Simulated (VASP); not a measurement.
# Ge (I4/mmm) in VASP: further runs, part 2 of 3

VASP 6.6.1.

## Step 3: Single point, PBE-based screened hybrid with 25 % exact exchange

This run uses another cell than the first one, of 19.38 Å³/atom.

Input file POSCAR:

```
Ge
1.0
   -1.6084200000      1.6084200000      1.8731800000
    1.6084200000     -1.6084200000      1.8731800000
    1.6084200000      1.6084200000     -1.8731800000
Ge
1
Direct
    0.5000000000      0.5000000000      0.0000000000
```

Input file INCAR.step1:

```
SYSTEM = Ge
ALGO     = Normal         ! electronic algorithm
EDIFF    = 1E-5           ! SCF threshold, eV
ENCUT    = 520            ! plane-wave cutoff, eV
GGA      = PE             ! functional
ISIF     = 2              ! what is computed and relaxed
ISMEAR   = -1             ! smearing method
LASPH    = .True.         ! aspherical terms in the spheres
LCHARG   = .False.        ! write CHGCAR
LREAL    = .False.        ! projectors in reciprocal space
LWAVE    = .True.         ! write WAVECAR
NBANDS   = 13             ! bands
NELM     = 80             ! most SCF steps
PREC     = Accurate       ! precision mode
SIGMA    = 0.05           ! smearing width, eV
```

Input file INCAR.step2:

```
SYSTEM = Ge
AEXX     = 0.25           ! exact-exchange fraction
ALGO     = Normal         ! electronic algorithm
EDIFF    = 1E-6           ! SCF threshold, eV
ENCUT    = 520            ! plane-wave cutoff, eV
GGA      = PE             ! functional
HFSCREEN = 0.3            ! screening, 1/A
ISIF     = 2              ! what is computed and relaxed
ISMEAR   = -1             ! smearing method
ISTART   = 1            
LASPH    = .True.         ! aspherical terms in the spheres
LCHARG   = .False.        ! write CHGCAR
LHFCALC  = .True.         ! exact exchange
LREAL    = .False.        ! projectors in reciprocal space
LWAVE    = .False.        ! write WAVECAR
NBANDS   = 13             ! bands
NELM     = 80             ! most SCF steps
PREC     = Accurate       ! precision mode
PRECFOCK = Normal       
SIGMA    = 0.05           ! smearing width, eV
```

Input file KPOINTS:

```
k-points
0
Gamma
  6 6 6
  0 0 0
```

Potentials or basis: VASP PAW PBE potentials, release 64 (Ge_d).

Run with:

```console
cat potpaw_PBE.64/Ge_d/POTCAR > POTCAR
cp INCAR.step1 INCAR
mpirun -np 1 vasp_std > vasp.out
cp INCAR.step2 INCAR
mpirun -np 1 vasp_std > vasp.out
```

OUTCAR:

```text
SYSTEM = Ge
   AEXX = 0.25
   EDIFF = 1E-6
   ENCUT = 520
   GGA = PE
   HFSCREEN = 0.3
   ISIF = 2
   ISMEAR = -1
   ISTART = 1
   LASPH = .True.
   LHFCALC = .True.
   LREAL = .False.
   NELM = 80
   PREC = Accurate
   PRECFOCK = Normal

 ion  position               nearest neighbor table
   1  0.500  0.500  0.000-

  LATTYP: Found a body centered tetragonal cell.
 ALAT       =     3.2168400000
 C/A-ratio  =     1.1646087465

  Lattice vectors:

 A1 = (  -1.6084200000,   1.6084200000,   1.8731800000)
 A2 = (   1.6084200000,  -1.6084200000,   1.8731800000)
 A3 = (   1.6084200000,   1.6084200000,  -1.8731800000)

Analysis of symmetry for initial positions (statically):
=====================================================================
 Subroutine PRICEL returns:
 Original cell was already a primitive cell.

 Routine SETGRP: Setting up the symmetry group for a
 body centered tetragonal supercell.

 Subroutine GETGRP returns: Found 16 space group operations
 (whereof 16 operations were pure point group operations)
 out of a pool of 16 trial point group operations.

The static configuration has the point symmetry D_4h.

Analysis of symmetry for dynamics (positions and initial velocities):
=====================================================================
 Subroutine PRICEL returns:
 Original cell was already a primitive cell.

 Routine SETGRP: Setting up the symmetry group for a
 body centered tetragonal supercell.

 Subroutine GETGRP returns: Found 16 space group operations
 (whereof 16 operations were pure point group operations)
 out of a pool of 16 trial point group operations.

The dynamic configuration has the point symmetry D_4h.

 Subroutine INISYM returns: Found 16 space group operations
 (whereof 16 operations are pure point group operations),
 and found     1 'primitive' translations

----------------------------------------------------------------------------------------

                                     Primitive cell

  volume of cell :      19.3838

  direct lattice vectors                    reciprocal lattice vectors
    -1.608420000  1.608420000  1.873180000     0.000000000  0.310864078  0.266925763
     1.608420000 -1.608420000  1.873180000     0.310864078  0.000000000  0.266925763
     1.608420000  1.608420000 -1.873180000     0.310864078  0.310864078  0.000000000

  length of vectors
     2.946664743  2.946664743  2.946664743     0.409738743  0.409738743  0.439628195

  position of ions in fractional coordinates (direct lattice)
     0.500000000  0.500000000  0.000000000

  ion indices of the primitive-cell ions
   primitive index   ion index
                 1           1

----------------------------------------------------------------------------------------

 KPOINTS: k-points

Automatic generation of k-mesh.
 Grid dimensions read from file:
 generate k-points for:    6    6    6

[... 46 lines left out ...]
   number of dos      NEDOS =    301   number of ions     NIONS =      1
   total plane-waves  NPLWV =  13824
   dimension x,y,z NGX =    24 NGY =   24 NGZ =   24
   dimension x,y,z NGXF=    48 NGYF=   48 NGZF=   48
   ions per type =               1
   NGX,Y,Z   is equivalent  to a cutoff of  13.54, 13.54, 13.54 a.u.
   NGXF,Y,Z  is equivalent  to a cutoff of  27.08, 27.08, 27.08 a.u.
 SYSTEM =  Ge
   PREC   = accura    normal or accurate (medium, high low for compatibility)
   ISTART =      1    job   : 0-new  1-cont  2-samecut
   ICHARG =      0    charge: 1-file 2-atom 10-const
   ISPIN  =      1    spin polarized calculation?
   LNONCOLLINEAR =      F non collinear calculations
   LSORBIT =      F    spin-orbit coupling
   LASPH  =      T    aspherical Exc in radial PAW
   ENCUT  =  520.0 eV  38.22 Ry    6.18 a.u.   5.48  5.48  5.48*2*pi/ulx,y,z
   NELM   =     80;   NELMIN=  2; NELMDL=  0     # of ELM steps
   EDIFF  = 0.1E-05   stopping-criterion for ELM
   LREAL  =      F    real-space projection
   EDIFFG = 0.1E-04   stopping-criterion for IOM
   NSW    =      0    number of steps for IOM
   IBRION =     -1    ionic relax: 0-MD 1-quasi-New 2-CG
   NFREE  =      0    steps in history (QN), initial steepest desc. (CG)
   ISIF   =      2    stress and relaxation
   ISYM   =      3    0-nonsym 1-usesym 2-fastsym
   POTIM  = 0.5000    time-step for ionic-motion
   TEBEG  =    0.0;   TEEND  =   0.0 temperature during run
   PSTRESS=    0.0 pullay stress
   NELECT =      14.0000    total number of electrons
   NUPDOWN=      -1.0000    fix difference up-down
   EMIN   =  10.00;   EMAX   =-10.00  energy-range for DOS
   EFERMI =   0.00;   METHOD = LEGACY
   ISMEAR =    -1;   SIGMA  =   0.05  broadening in eV -4-tet -1-fermi 0-gaus
   EFERMI_NEDOS =   21; number of points for ismear=-14 and -15
   IALGO  =     38    algorithm
   IMIX   =      1    mixing-type and parameters
     AMIX     =   0.40;   BMIX     =  1.00
     AMIX_MAG =   1.60;   BMIX_MAG =  1.00
  volume/ion in A,a.u.               =      19.38       130.81
  Fermi-wavevector in a.u.,A,eV,Ry     =   1.468829  2.775685 29.354024  2.157460
  Thomas-Fermi vector in A             =   2.584280
   LORBIT       =      0    0 simple, 1 ext, 2 COOP (PROOUT), +10 PAW based schemes
   GGA     = PE    functional components
   LHFCALC =     T    Hartree Fock is set to
   PRECFOCK=normal    Normal, Fast or Accurate (Low or Medium for compatibility)
   ENCUT4O =  -1.0   cutoff for four orbital integrals eV
   NKREDX  =     1    reduce k-point grid by
   NKREDY  =     1    reduce k-point grid by
   NKREDZ  =     1    reduce k-point grid by
   AEXX    =    0.2500 exact exchange contribution
   HFSCREEN=    0.3000 screening length (either q_TF or 0.3 A-1)
   HFSCREENC=   0.3000 screening length for correlation (either q_TF or 0.3 A-1)
   ENCUTFOCK=  -1.0 apply spherical cutoff to Coloumb kernel
   IVDW    =     0    specifies the selected vdW correction
   LEPSILON=     F    determine dielectric tensor
   LRPA    =     F    only Hartree local field effects (RPA)
 non-spin polarized calculation
  energy-cutoff  :      520.00
  volume of cell :       19.38
 maximum number of plane-waves:       532
 NGX is ok and might be reduce to    24
  NGX = 18; NGY = 18; NGZ = 18

 number of electron      13.9999999 magnetization

 Free energy of the ion-electron system (eV)
  ---------------------------------------------------
  ext. energy  EPLUGINS =         0.00000000
  ---------------------------------------------------
  free energy    TOTEN  =        -4.68215360 eV

  energy without entropy =       -4.67864261  energy(sigma->0) =       -4.68039811

 E-fermi :   6.5589     XC(G=0):  -9.3329

 val. band max:        6.4460654966   @ k =  -0.1667  -0.3333   0.1667
 cond. band min:       6.6274566021   @ k =   0.3333   0.3333   0.1667
 fundamental gap:      0.1813911054
 Fermi energy:         6.5588631838

 k-point     1 :       0.0000    0.0000    0.0000
  band No.  band energies     occupation
      1     -21.5222      2.00000
      2     -21.5222      2.00000
      3     -21.5004      2.00000
      4     -21.4679      2.00000
      5     -21.4343      2.00000
      6      -7.8633      2.00000
      7      15.9278      0.00000
      8      16.2615      0.00000
      9      16.2615      0.00000
     10      21.1064      0.00000
     11      21.1064      0.00000
     12      22.5138      0.00000
     13      22.7320      0.00000
[... 354 lines left out ...]
  band No.  band energies     occupation
      1     -21.5048      2.00000
      2     -21.4971      2.00000
      3     -21.4689      2.00000
      4     -21.4629      2.00000
      5     -21.4328      2.00000
      6      -4.5055      2.00000
      7       6.4461      1.81033
      8      10.6223      0.00000
      9      12.4210      0.00000
     10      17.2215      0.00000
     11      20.4721      0.00000
     12      22.4250      0.00000
     13      23.8079      0.00000

 [... further k-points ...]

------------------------ aborting loop because EDIFF is reached ----------------------------------------

  FORCE on cell =-STRESS in cart. coord.  units (eV):
  Direction    XX          YY          ZZ          XY          YZ          ZX
  --------------------------------------------------------------------------------------
  -------------------------------------------------------------------------------------
  Total        0.2958644      0.2958644     -0.9344761      0.0000000      0.0000000      0.0000000
  in kB       24.4548448     24.4548448    -77.2396626      0.0000000      0.0000000      0.0000000
  external PRESSURE =      -9.4433243 kB  Pullay stress =       0.0000000 kB

 VOLUME and BASIS-vectors are now :
 -----------------------------------------------------------------------------
  energy-cutoff  :      520.00
  volume of cell :       19.38
      direct lattice vectors                 reciprocal lattice vectors
    -1.608420000  1.608420000  1.873180000     0.000000000  0.310864078  0.266925763
     1.608420000 -1.608420000  1.873180000     0.310864078  0.000000000  0.266925763
     1.608420000  1.608420000 -1.873180000     0.310864078  0.310864078  0.000000000

 POSITION                                       TOTAL-FORCE (eV/Angst)
 -----------------------------------------------------------------------------------
      0.00000      0.00000      1.87318         0.000000     -0.000000     -0.000000
 -----------------------------------------------------------------------------------
    total drift:                               -0.000008     -0.000013      0.000005

  FREE ENERGIE OF THE ION-ELECTRON SYSTEM (eV)
  ---------------------------------------------------
  free  energy   TOTEN  =        -4.6821535957 eV

  energy  without entropy=       -4.6786426146  energy(sigma->0) =       -4.68039811
```

Wall time 40 min (1 thread of Intel Xeon Platinum 8375C at 2.90GHz (Ice Lake), shared host); peak memory 0.25 GiB.

What came out:

```
Free energy            : -4.6822 eV
Pressure               : -0.9 GPa
Band gap on the k mesh : zero (bands 7 and 8 overlap by 12.45 eV)
```

Stress tensor (GPa, compression positive):
```
 2.45  0.00  0.00
 0.00  2.45  0.00
 0.00  0.00 -7.72
```

Levels at points of the mesh, in eV from the Fermi level:
```csv
k point,band 5,band 6,band 7,band 8,band 9,band 10
"(0.00, 0.00, 0.00)",-27.99,-14.42,9.37,9.70,9.70,14.55
"(0.50, 0.00, 0.00)",-27.96,-8.54,-5.97,5.60,7.98,10.89
"(0.50, 0.50, 0.00)",-27.95,-7.34,-5.38,3.48,5.11,8.20
"(0.50, 0.50, 0.50)",-27.96,-3.75,-2.74,0.80,0.80,4.69
```

Caveat: the k points lie up to 0.43 Å⁻¹ apart, too coarse for converged energies and pressures of a metal; the PAW data sets were made with another functional, which shifts forces and pressure a little.

[end of part 2 of 3]

The gap in the log of VASP goes by the Fermi energy; the results here count the filled bands.